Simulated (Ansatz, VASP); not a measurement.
# One calculation of Se, two programs

```
Se
1.0
     1.97064    1.13775    1.60812
    -1.97064    1.13775    1.60812
     0.00000   -2.27550    1.60812
Se
1
Cartesian
  0.0000 0.0000 0.0000
```

Alike in both runs: functional PBEsol; k mesh 18 × 18 × 18; occupations fermi-dirac, width 0.05 eV; no spin polarisation.

Ansatz relaxed the structure, and its values are those at the end. VASP's run is a single point on that final structure, the one shown.

```csv
,VASP,Ansatz
version,VASP 6.6.1,Ansatz 0.2.0
potentials or method,"VASP PAW PBE potentials, release 64 (Se)","PAW with Ansatz's default frozen-core files, scalar-relativistic"
plane-wave cutoff (eV),520,420
valence electrons in the cell,6,16
```

|  | VASP | Ansatz | Ansatz less VASP |
| --- | --- | --- | --- |
| pressure (GPa) | 0.1 | 0.0 | -0.11 |

VASP's potentials were made for PBE, not for PBEsol. VASP's potentials hold 6 valence electrons a cell and Ansatz's 16, so a difference there can come from the potentials and not from the codes.
